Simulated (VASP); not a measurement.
A run of VASP 6.6.1 is set up as follows.

The input INCAR:

```
SYSTEM = AlNi
ALGO = Fast ; EDIFF = 1E-6
ENCUT = 520 ; ISIF = 2
ISMEAR = 0 ; LASPH = .True.
LCHARG = .False. ; LREAL = .False.
LWAVE = .False. ; NBANDS = 14
NELM = 100 ; PREC = Accurate
SIGMA = 0.1
```

Contents of KPOINTS:

```
k-points
0
Gamma
  16 16 14
  0 0 0
```

Contents of POSCAR:

```
AlNi
1.0
    2.0002936820     -2.0003215684      0.0000000000
    2.0002936820      2.0003215684      0.0000000000
    0.0000000000      0.0000000000      2.8396417508
Al Ni
1 1
Direct
    0.0000000000      0.0000000000      0.0000000000
    0.5000000000      0.5000000000      0.5000000000
```

Potentials or basis: VASP PAW LDA potentials, release 64 (Al, Ni).

Command:

```sh
$ cat potpaw_LDA.64/Al/POTCAR potpaw_LDA.64/Ni/POTCAR > POTCAR
$ mpirun -np 1 vasp_std > vasp.out
```

(1) Predict the pressure.

Answers

(1) 0.3 GPa.
